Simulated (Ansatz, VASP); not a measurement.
# CdSe: VASP beside Ansatz

```xyz
2
Lattice="0.0000 2.7886 3.0984 3.0984 0.0000 3.0984 3.0984 2.7886 0.0000" Properties=species:S:1:pos:R:3 pbc="T T T"
Cd    0.0000    0.0000    0.0000
Se    4.6476    4.1829    4.6476
```

Change from the starting cell: engineering shear strain xz +0.0000, normal strain along z -0.1000.

Alike in both runs: task single point; functional PBE; k mesh 10 × 10 × 10; occupations gaussian, width 0.05 eV; no spin polarisation.

|  | VASP | Ansatz |
| --- | --- | --- |
| version | VASP 6.6.1 | Ansatz 0.2.0 |
| potentials or method | VASP PAW PBE potentials, release 64 (Cd, Se), cutoff 520 eV | scalar-relativistic, plane waves, PAW |
| valence electrons in the cell | 18 | 36 |

```tsv
	VASP	Ansatz	Ansatz less VASP
gap on the k mesh at the Fermi level (eV)	0.51	0.51	-0.003
least direct gap on the mesh (eV)	0.51	0.51	-0.003
pressure (GPa)	6.1	5.7	-0.41
traceless stress, the component that is largest in VASP (GPa)	0.51	0.55	+0.032
```

VASP's potentials hold 18 valence electrons a cell and Ansatz's 36, so a difference there can come from the potentials and not from the codes.
